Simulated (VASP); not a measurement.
# Ta (P6_3/mmc) in VASP: further runs

Runs on Ta. Level: PBE. Tasks: relaxation of cell and atoms.

Everything below comes from runs of VASP 6.6.1. Logs are shortened: lines on timing, memory, paths and dates and some standing lists are left out, and cuts for length are marked.

### Step 1. The cell of the first run

The structure is hexagonal, space group P6_3/mmc (No. 194). Conventional cell: a = 2.603 Å, b = 2.603 Å, c = 4.543 Å, α = 90.00°, β = 90.00°, γ = 120.00°. Ta (site symmetry -6m2) has 12 Ta at 2.60 to 2.72 Å within 3.4 Å.

### Step 2. Relaxation of cell and atoms, PBE, target pressure 120 GPa, at which the enthalpy is minimised

The input, INCAR:

```
ALGO = Normal
EDIFF = 1E-7
EDIFFG = -0.005
ENCUT = 600
GGA = PE
IBRION = 2
ISIF = 3
ISMEAR = -1
LASPH = T
LCHARG = F
LREAL = F
LWAVE = F
NELM = 60
NSW = 32
PREC = Accurate
PSTRESS = 1200.0
SIGMA = 0.1
```

The input, KPOINTS:

```
k-points
0
Gamma
  17 17 9
```

The input, POSCAR:

```
Ta
1.0
    2.6028865756      0.0000000000      0.0000000000
   -1.3014432878      2.2541658976      0.0000000000
    0.0000000000      0.0000000000      4.5426619004
Ta
2
Direct
    0.3333333333      0.6666666667      0.2500000000
    0.6666666667      0.3333333333      0.7500000000
```

Potentials or basis: VASP PAW PBE potentials, release 64 (Ta_pv).

Launch:

```sh
cat potpaw_PBE.64/Ta_pv/POTCAR > POTCAR
mpirun -np 1 vasp_std > vasp.out
```

OUTCAR:

```text
EDIFF = 1E-7
   EDIFFG = -0.005
   ENCUT = 600
   GGA = PE
   IBRION = 2
   ISIF = 3
   ISMEAR = -1
   LASPH = T
   LREAL = F
   NELM = 60
   NSW = 32
   PREC = Accurate
   PSTRESS = 1200.0

 ion  position               nearest neighbor table
   1  0.333  0.667  0.250-   2 2.72   2 2.72   2 2.72   2 2.72   2 2.72   2 2.72
   2  0.667  0.333  0.750-   1 2.72   1 2.72   1 2.72   1 2.72   1 2.72   1 2.72

  LATTYP: Found a hexagonal cell.
 ALAT       =     2.6028865756
 C/A-ratio  =     1.7452400512

  Lattice vectors:

 A1 = (   2.6028865756,   0.0000000000,   0.0000000000)
 A2 = (  -1.3014432878,   2.2541658976,   0.0000000000)
 A3 = (   0.0000000000,   0.0000000000,   4.5426619004)

Analysis of symmetry for initial positions (statically):
=====================================================================
 Subroutine PRICEL returns:
 Original cell was already a primitive cell.

 Routine SETGRP: Setting up the symmetry group for a
 hexagonal supercell.

 Subroutine GETGRP returns: Found 24 space group operations
 (whereof 12 operations were pure point group operations)
 out of a pool of 24 trial point group operations.

The static configuration has the point symmetry D_3d.
 The point group associated with its full space group is D_6h.

Analysis of symmetry for dynamics (positions and initial velocities):
=====================================================================
 Subroutine PRICEL returns:
 Original cell was already a primitive cell.

 Routine SETGRP: Setting up the symmetry group for a
 hexagonal supercell.

 Subroutine GETGRP returns: Found 24 space group operations
 (whereof 12 operations were pure point group operations)
 out of a pool of 24 trial point group operations.

The dynamic configuration has the point symmetry D_3d.
 The point group associated with its full space group is D_6h.

 Subroutine INISYM returns: Found 24 space group operations
 (whereof 12 operations are pure point group operations),
 and found     1 'primitive' translations

----------------------------------------------------------------------------------------

                                     Primitive cell

  volume of cell :      26.6533

  direct lattice vectors                    reciprocal lattice vectors
     2.602886576  0.000000000  0.000000000     0.384188850  0.221811536  0.000000000
    -1.301443288  2.254165898  0.000000000     0.000000000  0.443623072  0.000000000
     0.000000000  0.000000000  4.542661900     0.000000000  0.000000000  0.220135247

  length of vectors
[... 104 lines left out ...]
  Fermi-wavevector in a.u.,A,eV,Ry     =   1.535672  2.902000 32.086475  2.358289
  Thomas-Fermi vector in A             =   2.642428
   LORBIT       =      0    0 simple, 1 ext, 2 COOP (PROOUT), +10 PAW based schemes
   GGA     = PE    functional components
   LHFCALC =     F    Hartree Fock is set to
   AEXX    =    0.0000 exact exchange contribution
   IVDW    =     0    specifies the selected vdW correction
   LEPSILON=     F    determine dielectric tensor
   LRPA    =     F    only Hartree local field effects (RPA)
 conjugate gradient relaxation of ions
 non-spin polarized calculation
  energy-cutoff  :      600.00
  volume of cell :       26.65
 maximum number of plane-waves:       902
 NGX is ok and might be reduce to    24
   NGX = 11   NGY = 11   NGZ = 19

--------------------------------------- Ionic step        1  -------------------------------------------

 number of electron      22.0000000 magnetization

 Free energy of the ion-electron system (eV)
  ---------------------------------------------------
  ext. energy  EPLUGINS =         0.00000000
  ---------------------------------------------------
  free energy    TOTEN  =       -19.95248985 eV

  energy without entropy =      -19.89452794  energy(sigma->0) =      -19.92350890

------------------------ aborting loop because EDIFF is reached ----------------------------------------

  FORCE on cell =-STRESS in cart. coord.  units (eV):
  Direction    XX          YY          ZZ          XY          YZ          ZX
  --------------------------------------------------------------------------------------
  -------------------------------------------------------------------------------------
  Total       20.2332918     20.2332918     20.1960924     -0.0000000      0.0000000      0.0000000
  in kB     1216.2576772   1216.2576772   1214.0215588     -0.0000000      0.0000000      0.0000000
  external PRESSURE =      15.5123044 kB  Pullay stress =    1200.0000000 kB
[... 177 lines left out ...]
--------------------------------------- Ionic step        6  -------------------------------------------

 number of electron      22.0000000 magnetization

 Free energy of the ion-electron system (eV)
  ---------------------------------------------------
  ext. energy  EPLUGINS =         0.00000000
  ---------------------------------------------------
  free energy    TOTEN  =       -20.00581918 eV

  energy without entropy =      -19.94771108  energy(sigma->0) =      -19.97676513

 E-fermi :   8.7942     XC(G=0): -14.2185

 val. band max:        8.7922872894   @ k =   0.2941   0.0588   0.0000
 cond. band min:       8.8093364129   @ k =   0.2941   0.0588   0.2222
 fundamental gap:      0.0170491235
 Fermi energy:         8.7942124820

 k-point     1 :       0.0000    0.0000    0.0000
  band No.  band energies     occupation
      1     -26.4262      2.00000
      2     -23.8361      2.00000
      3     -23.7683      2.00000
      4     -23.7683      2.00000
      5     -23.5063      2.00000
      6     -23.5063      2.00000
      7      -0.6663      2.00000
      8       2.4816      2.00000
      9       7.6998      1.99996
     10       9.0242      0.18227
     11       9.0242      0.18227
     12      10.0164      0.00001
     13      10.0164      0.00001
     14      10.4828      0.00000
[... 401 lines left out ...]
      2     -25.4240      2.00000
      3     -25.3927      2.00000
      4     -24.3719      2.00000
      5     -24.0875      2.00000
      6     -24.0332      2.00000
      7       3.3609      2.00000
      8       5.4095      2.00000
      9       5.7589      2.00000
     10       5.8065      2.00000
     11       8.2454      1.99177
     12       8.2807      1.98830
     13      10.5588      0.00000
     14      10.7824      0.00000
     15      14.2095      0.00000

 [... further k-points ...]

------------------------ aborting loop because EDIFF is reached ----------------------------------------

  FORCE on cell =-STRESS in cart. coord.  units (eV):
  Direction    XX          YY          ZZ          XY          YZ          ZX
  --------------------------------------------------------------------------------------
  -------------------------------------------------------------------------------------
  Total       20.0203954     20.0203954     20.0184244      0.0000000      0.0000000      0.0000000
  in kB     1200.2745938   1200.2745937   1200.1564262      0.0000000      0.0000000      0.0000000
  external PRESSURE =       0.2352046 kB  Pullay stress =    1200.0000000 kB
[... 21 lines left out ...]
  energy  without entropy=      -19.9477110793  energy(sigma->0) =      -19.97676513

  enthalpy is  TOTEN    =         0.0099960744 eV   P V=       20.0158152524

 reached required accuracy - stopping structural energy minimisation
```

OSZICAR:

```text
N       E                     dE             d eps       ncg     rms          rms(c)
DAV:   1     0.182558171615E+03    0.18256E+03   -0.14530E+04  4950   0.179E+03
DAV:   2    -0.169550412332E+02   -0.19951E+03   -0.19728E+03  6112   0.442E+02
DAV:   3    -0.205632702252E+02   -0.36082E+01   -0.35616E+01  6112   0.564E+01
[... 42 lines left out ...]
       N       E                     dE             d eps       ncg     rms          rms(c)
DAV:   1    -0.200058212405E+02   -0.91785E-04   -0.86134E-05  5013   0.809E-02    0.715E-03
DAV:   2    -0.200058196017E+02    0.16387E-05   -0.21069E-06  6035   0.130E-02    0.351E-03
DAV:   3    -0.200058191797E+02    0.42205E-06   -0.13832E-06  6372   0.828E-03    0.159E-03
DAV:   4    -0.200058191779E+02    0.17508E-08   -0.30148E-08  2608   0.183E-03
   6 F= 0.99960744E-02 E0= 0.39050124E-01  d E =-.206725E-05
```

Wall time 2 min (1 thread of AMD EPYC 9R45 (Zen 5), shared host); peak memory 0.18 GiB.

What came out:

* Free energy: -20.0058 eV
* Relaxed volume: 13.36 Å³/atom
* Relaxed cell: a = 2.606 Å, b = 2.606 Å, c = 4.545 Å, α = 90.00°, β = 90.00°, γ = 120.00°
* Space group after relaxing (to 0.05 Å): P6_3/mmc (No. 194)
* Energy change on relaxing (the enthalpy is what falls): -26.7 meV/atom
* Ionic steps: 6
* Pressure after relaxing: 120.0 GPa
* Band gap on the k mesh: zero (band 11 reaches 11.33 eV, above the bottom of band 12 at 7.69 eV)

The path:
| step | energy change (eV) | largest force (eV/Å) | pressure (GPa) | volume (Å³) |
| --- | --- | --- | --- | --- |
| 1 | 0.0000 | 0.0000 | 121.55 | 26.65 |
| 2 | -0.3634 | 0.0000 | 111.10 | 27.15 |
| 3 | -0.0546 | 0.0000 | 119.99 | 26.73 |
| 4 | -0.0535 | 0.0000 | 120.02 | 26.72 |
| 5 | -0.0532 | 0.0000 | 120.03 | 26.72 |
| 6 | -0.0533 | 0.0000 | 120.02 | 26.72 |

Final structure:
```
Ta
1.0
     2.60554    0.00000    0.00000
    -1.30277    2.25646    0.00000
     0.00000    0.00000    4.54545
Ta
2
Cartesian
  0.0000 1.5043 1.1364
  1.3028 0.7522 3.4091
```

Caveat: the cell is relaxed towards a set pressure, so the enthalpy falls and the energy may rise; spin-orbit coupling is left out, which moves the levels of the heavy elements.

### Step 3. Relaxation of cell and atoms, PBE, target pressure 120 GPa, at which the enthalpy is minimised

This run uses another cell than the first one, of 13.48 Å³/atom, 1.011 times its volume.

The input, INCAR:

```
PREC = Accurate
ENCUT = 600
EDIFF = 1E-6
ISMEAR = -1
SIGMA = 0.1
LREAL = F
LASPH = T
NELM = 80
ALGO = Normal
ISIF = 3
LWAVE = F
LCHARG = F
GGA = PE
IBRION = 2
NSW = 60
EDIFFG = -0.005
PSTRESS = 1200.0
```

The input, KPOINTS:

```
Automatic mesh
0
Gamma
  17 17 9
```

The input, POSCAR:

```
Ta
1.0
    2.6783025648      0.0000000000      0.0000000000
   -1.3391512824      2.3194780601      0.0000000000
    0.0000000000      0.0000000000      4.3388501550
Ta
2
Direct
    0.3333333333      0.6666666667      0.2500000000
    0.6666666667      0.3333333333      0.7500000000
```

Potentials or basis: VASP PAW PBE potentials, release 64 (Ta_pv).

Launch:

```sh
cat potpaw_PBE.64/Ta_pv/POTCAR > POTCAR
mpirun -np 1 vasp_std > vasp.out
```

OUTCAR:

```text
PREC = Accurate
   ENCUT = 600
   EDIFF = 1E-6
   ISMEAR = -1
   LREAL = F
   LASPH = T
   NELM = 80
   ISIF = 3
   GGA = PE
   IBRION = 2
   NSW = 60
   EDIFFG = -0.005
   PSTRESS = 1200.0

 ion  position               nearest neighbor table
   1  0.333  0.667  0.250-   2 2.66   2 2.66   2 2.66   2 2.66   2 2.66   2 2.66
   2  0.667  0.333  0.750-   1 2.66   1 2.66   1 2.66   1 2.66   1 2.66   1 2.66

  LATTYP: Found a hexagonal cell.
 ALAT       =     2.6783025648
 C/A-ratio  =     1.6200000000

  Lattice vectors:

 A1 = (   2.6783025648,   0.0000000000,   0.0000000000)
 A2 = (  -1.3391512824,   2.3194780601,   0.0000000000)
 A3 = (   0.0000000000,   0.0000000000,   4.3388501550)

Analysis of symmetry for initial positions (statically):
=====================================================================
 Subroutine PRICEL returns:
 Original cell was already a primitive cell.

 Routine SETGRP: Setting up the symmetry group for a
 hexagonal supercell.

 Subroutine GETGRP returns: Found 24 space group operations
 (whereof 12 operations were pure point group operations)
 out of a pool of 24 trial point group operations.

The static configuration has the point symmetry D_3d.
 The point group associated with its full space group is D_6h.

Analysis of symmetry for dynamics (positions and initial velocities):
=====================================================================
 Subroutine PRICEL returns:
 Original cell was already a primitive cell.
[... 463 lines left out ...]

 Free energy of the ion-electron system (eV)
  ---------------------------------------------------
  ext. energy  EPLUGINS =         0.00000000
  ---------------------------------------------------
  free energy    TOTEN  =       -20.00575894 eV

  energy without entropy =      -19.94765279  energy(sigma->0) =      -19.97670587

 E-fermi :   8.7943     XC(G=0): -14.2185

 val. band max:        8.7922833213   @ k =   0.2941   0.0588   0.0000
 cond. band min:       8.8095217733   @ k =   0.2941   0.0588   0.2222
 fundamental gap:      0.0172384520
 Fermi energy:         8.7942856399

 k-point     1 :       0.0000    0.0000    0.0000
  band No.  band energies     occupation
      1     -26.4260      2.00000
      2     -23.8361      2.00000
      3     -23.7682      2.00000
      4     -23.7682      2.00000
      5     -23.5061      2.00000
      6     -23.5061      2.00000
      7      -0.6661      2.00000
      8       2.4818      2.00000
      9       7.6995      1.99996
     10       9.0243      0.18222
     11       9.0243      0.18222
     12      10.0164      0.00001
     13      10.0164      0.00001
     14      10.4827      0.00000
[... 401 lines left out ...]
      2     -25.4240      2.00000
      3     -25.3927      2.00000
      4     -24.3718      2.00000
      5     -24.0874      2.00000
      6     -24.0331      2.00000
      7       3.3611      2.00000
      8       5.4095      2.00000
      9       5.7591      2.00000
     10       5.8067      2.00000
     11       8.2454      1.99177
     12       8.2807      1.98830
     13      10.5589      0.00000
     14      10.7823      0.00000
     15      14.2097      0.00000

 [... further k-points ...]

------------------------ aborting loop because EDIFF is reached ----------------------------------------

  FORCE on cell =-STRESS in cart. coord.  units (eV):
  Direction    XX          YY          ZZ          XY          YZ          ZX
  --------------------------------------------------------------------------------------
  -------------------------------------------------------------------------------------
  Total       20.0224790     20.0224790     20.0171458      0.0000000      0.0000000      0.0000000
  in kB     1200.4038934   1200.4038933   1200.0841568      0.0000000      0.0000000      0.0000000
  external PRESSURE =       0.2973145 kB  Pullay stress =    1200.0000000 kB
[... 21 lines left out ...]
  energy  without entropy=      -19.9476527899  energy(sigma->0) =      -19.97670587

  enthalpy is  TOTEN    =         0.0099831618 eV   P V=       20.0157421034

 reached required accuracy - stopping structural energy minimisation
```

OSZICAR:

```text
N       E                     dE             d eps       ncg     rms          rms(c)
DAV:   1     0.181575941641E+03    0.18158E+03   -0.14601E+04  4950   0.178E+03
DAV:   2    -0.172270046939E+02   -0.19880E+03   -0.19672E+03  6042   0.440E+02
[... 70 lines left out ...]
   8 F= 0.99963412E-02 E0= 0.39075589E-01  d E =-.458624E-03
       N       E                     dE             d eps       ncg     rms          rms(c)
DAV:   1    -0.200058301314E+02   -0.57858E-02   -0.30037E-03  4985   0.503E-01    0.510E-02
DAV:   2    -0.200057744012E+02    0.55730E-04   -0.80224E-05  6112   0.827E-02    0.227E-02
DAV:   3    -0.200057589268E+02    0.15474E-04   -0.48988E-05  6351   0.553E-02    0.101E-02
DAV:   4    -0.200057589417E+02   -0.14865E-07   -0.10625E-06  3278   0.104E-02
   9 F= 0.99831618E-02 E0= 0.39036238E-01  d E =-.131794E-04
```

CONTCAR:

```text
Ta
   1.00000000000000
     2.6055194464691072   -0.0000000000000000   -0.0000000000000000
    -1.3027597232345536    2.2564460305713006    0.0000000000000000
     0.0000000000000000    0.0000000000000000    4.5455010614124047
  Ta
     2
Direct
     0.3333333332999970    0.6666666667000030    0.2500000000000000
     0.6666666667000030    0.3333333332999970    0.7500000000000000

  0.00000000E+00  0.00000000E+00  0.00000000E+00
  0.00000000E+00  0.00000000E+00  0.00000000E+00
```

Run time: 4.2 min. Hardware: 1 thread of AMD EPYC 9R45 (Zen 5), shared host; peak memory 0.19 GiB.

Results:

| Item | Value |
| --- | --- |
| Free energy | -20.0058 eV |
| Relaxed volume | 13.36 Å³/atom |
| Relaxed cell | a = 2.606 Å, b = 2.606 Å, c = 4.546 Å, α = 90.00°, β = 90.00°, γ = 120.00° |
| Space group after relaxing (to 0.05 Å) | P6_3/mmc (No. 194) |
| Energy change on relaxing (the enthalpy is what falls) | +42.8 meV/atom |
| Ionic steps | 9 |
| Pressure after relaxing | 120.0 GPa |
| Band gap on the k mesh | zero (band 11 reaches 11.33 eV, above the bottom of band 12 at 7.69 eV) |

Step by step:
```
step  energy change (eV)  largest force (eV/Å)  pressure (GPa)  volume (Å³)
   1              0.0000                0.0000          114.58        26.95
   2              1.4195                0.0000          157.24        25.17
   3              0.4381                0.0000          128.31        26.32
   4              0.1572                0.0000          122.04        26.63
   5              0.1446                0.0000          121.73        26.65
   6             -0.0006                0.0000          117.52        26.84
   7              0.0903                0.0000          120.14        26.72
   8              0.0914                0.0000          120.15        26.72
   9              0.0856                0.0000          120.03        26.72
```

Final structure:
```
CELL_PARAMETERS angstrom
2.60552 0.00000 0.00000
-1.30276 2.25645 0.00000
0.00000 0.00000 4.54550
ATOMIC_POSITIONS crystal
Ta 0.33333 0.66667 0.25000
Ta 0.66667 0.33333 0.75000
```

Caveat: the cell is relaxed towards a set pressure, so the enthalpy falls and the energy may rise; spin-orbit coupling is left out, which moves the levels of the heavy elements.
